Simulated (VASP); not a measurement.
Runs of VASP 6.6.1 on NaF. The structure is that of space group R-3m (No. 166), or close to it. The cells are those of the table. 

```tsv
cell	gap on the mesh (eV)	pressure (GPa)
a = 4.517 Å, angles 33.6°, 2 atoms	none	0.6
a = 3.013 Å, angles 75.3°, 2 atoms	5.46	-2.3
a = 3.131 Å, angles 67.3°, 2 atoms	5.78	-1.0
a = 3.774 Å, angles 45.7°, 2 atoms	4.64	-1.7
a = 3.375 Å, angles 56.6°, 2 atoms	6.01	-0.6
a = 2.950 Å, angles 82.7°, 2 atoms	5.32	(c)
a = 4.139 Å, angles 38.9°, 2 atoms	(b)	-1.7
a = 3.211 Å, angles 63.2°, 2 atoms	5.98	-0.6
a = 3.516 Å, angles 52.2°, 2 atoms	(a)	-1.0
```

Alike in all rows: task single point; level PBEsol; potentials or basis VASP PAW PBE potentials, release 64 (Na_pv, F); no spin polarisation; k mesh 10 × 10 × 10; cutoff (eV) 520; smearing gaussian 0.05 eV.

**Question.** Fill in the values left out.

**Answer.** (a) 5.67; (b) 2.50; (c) -3.9.

Caveats: the PAW data sets were made with another functional, which shifts forces and pressure a little.

A k mesh can miss the band edges.

A gap of «none» marks levels without a gap at the run's occupations.
